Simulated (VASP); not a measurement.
Si6C, 7 atoms in the cell. The cell holds a slab with vacuum, 7 atoms: a = 3.868 Å, b = 5.470 Å, c = 19.224 Å, α = 90.00°, β = 90.00°, γ = 90.00°. 

| Property | Result |
| --- | --- |
| Program | VASP 6.6.1 |
| Task | single point |
| Functional | PBE |
| Potentials or basis | VASP PAW PBE potentials, release 64 (Si, C) |
| Cutoff | 520 eV |
| k mesh | 7 × 5 × 1 |
| Occupations | gaussian, width 0.05 eV |
| Spin | collinear spin |
| Starting moments | [0.0, 0.0, 0.0, 0.0, 0.0, 0.0, 2.0] μB |
| Dipole correction | yes |
| Further INCAR settings | ALGO = Normal; EDIFF = 1e-07; NBANDS = 27 |

Potentials or basis: VASP PAW PBE potentials, release 64 (Si, C).

Launch:

```sh
$ cat potpaw_PBE.64/Si/POTCAR potpaw_PBE.64/C/POTCAR > POTCAR
$ mpirun -np 1 vasp_std > vasp.out
```

Hardware: 1 thread of Intel(R) Xeon(R) 6975P-C (Granite Rapids), with other jobs on the host.

Question: Estimate the wall time of this run.

Answer: It took 9.3 min on 1 thread of Intel(R) Xeon(R) 6975P-C (Granite Rapids), with other jobs on the host, peak memory 0.75 GiB. Counts: scf iterations 39, k points 18.
